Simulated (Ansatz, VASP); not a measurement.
# Two plane-wave programs on Ru

```xyz
1
Lattice="0.0000 1.8730 2.0234 1.8730 0.0000 2.0234 1.8730 1.8730 0.0000" Properties=species:S:1:pos:R:3 pbc="T T T"
Ru    0.0000    0.0000    0.0000
```

Alike in both runs: task single point; functional PBE; k mesh 22 × 22 × 22; occupations gaussian, width 0.15 eV; no spin polarisation.

|  | VASP | Ansatz |
| --- | --- | --- |
| version | VASP 6.6.1 | Ansatz 0.2.0 |
| potentials or method | VASP PAW PBE potentials, release 64 (Ru_pv), cutoff 520 eV | scalar-relativistic, plane waves, PAW |
| valence electrons in the cell | 14 | 16 |

```csv
,VASP,Ansatz,Ansatz less VASP
gap on the k mesh at the Fermi level (eV),none,none,-
pressure (GPa),-6.8,-6.6,+0.21
"traceless stress, the component that is largest in VASP (GPa)",-12.96,-12.98,-0.026
```

A gap of «none» marks a metal or a gap that the smearing closes. VASP's potentials hold 14 valence electrons a cell and Ansatz's 16, so a difference there can come from the potentials and not from the codes.
